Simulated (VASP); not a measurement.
Runs of VASP 6.6.1 on BP. The structure is that of space group I-4m2 (No. 119), or close to it. The cells are those of the table. 

| cell | gap on the mesh (eV) | pressure (GPa) |
| --- | --- | --- |
| a = 3.409, b = 3.409, c = 2.939 Å, angles 64.5, 64.5, 51.1°, 2 atoms | none | -0.6 |
| a = 3.169, b = 3.169, c = 3.298 Å, angles 58.6, 58.6, 62.7°, 2 atoms | 0.16 | -0.6 |
| a = 3.143, b = 3.143, c = 3.386 Å, angles 57.4, 57.4, 65.2°, 2 atoms | none | (c) |
| a = 3.118, b = 3.118, c = 3.601 Å, angles 54.7, 54.7, 70.5°, 2 atoms | none | -4.5 |
| a = 3.267, b = 3.267, c = 3.108 Å, angles 61.6, 61.6, 56.8°, 2 atoms | (a) | -0.5 |
| a = 3.187, b = 3.187, c = 3.252 Å, angles 59.3, 59.3, 61.3°, 2 atoms | 0.80 | -0.5 |
| a = 3.572, b = 3.572, c = 2.802 Å, angles 66.9, 66.9, 46.2°, 2 atoms | none | (b) |
| a = 3.125, b = 3.125, c = 3.485 Å, angles 56.1, 56.1, 67.8°, 2 atoms | none | -2.2 |
| a = 3.500, b = 3.500, c = 2.858 Å, angles 65.9, 65.9, 48.2°, 2 atoms | none | -1.8 |
| a = 3.123, b = 3.123, c = 3.703 Å, angles 53.6, 53.6, 72.7°, 2 atoms | none | -6.8 |
| a = 3.334, b = 3.334, c = 3.019 Å, angles 63.1, 63.1, 53.8°, 2 atoms | none | -0.5 |

Alike in all rows: task single point; level r2SCAN; potentials or basis VASP PAW PBE potentials, release 64 (B, P); no spin polarisation; k mesh 12 × 12 × 12; cutoff (eV) 520; smearing gaussian 0.05 eV.

Task: Fill in the values left out.

Result: (a) 0.68; (b) -4.2; (c) -1.1.

Caveats: the PAW data sets were made with another functional, which shifts forces and pressure a little.

A k mesh can miss the band edges.

A gap of «none» marks levels without a gap at the run's occupations.
